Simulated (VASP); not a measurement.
LaAl2, 6 atoms in the cell. Symmetry: Fd-3m, No. 227, cubic system. Conventional cell: a = 8.129 Å, b = 8.129 Å, c = 8.129 Å, α = 90.00°, β = 90.00°, γ = 90.00°. Within 4.4 Å of La (site symmetry -43m) lie 12 Al at 3.37 Å and 4 La at 3.52 Å. Al (site symmetry -3m) has 6 Al at 2.87 Å and 6 La at 3.37 Å within 3.8 Å. 

```yaml
Program: VASP 6.6.1
Task: relaxation of cell and atoms
Functional: PBEsol
Dispersion: D3(BJ)
Potentials_or_basis: VASP PAW PBE potentials, release 64 (La, Al)
Cutoff: 500 eV
k_mesh: 5 × 5 × 5
Occupations: fermi-dirac, width 0.1 eV
Spin: no spin polarisation
Dipole_correction: no
Further_INCAR_settings: ALGO = Normal; EDIFF = 1e-07; IBRION = 2; EDIFFG = -0.01; NSW = 80; ISIF = 3
```

Potentials or basis: VASP PAW PBE potentials, release 64 (La, Al).

Command:

```console
$ cat potpaw_PBE.64/La/POTCAR potpaw_PBE.64/Al/POTCAR > POTCAR
$ mpirun -np 1 vasp_std > vasp.out
```

Hardware: 1 thread of Intel(R) Xeon(R) Platinum 8488C (Sapphire Rapids) (shared host).

Question: Estimate the wall time of this run.

Answer: Run time: 2.3 min on 1 thread of Intel(R) Xeon(R) Platinum 8488C (Sapphire Rapids), on a shared host, peak memory 0.29 GiB. Counts: scf iterations 44, k points 10, ion steps 3.
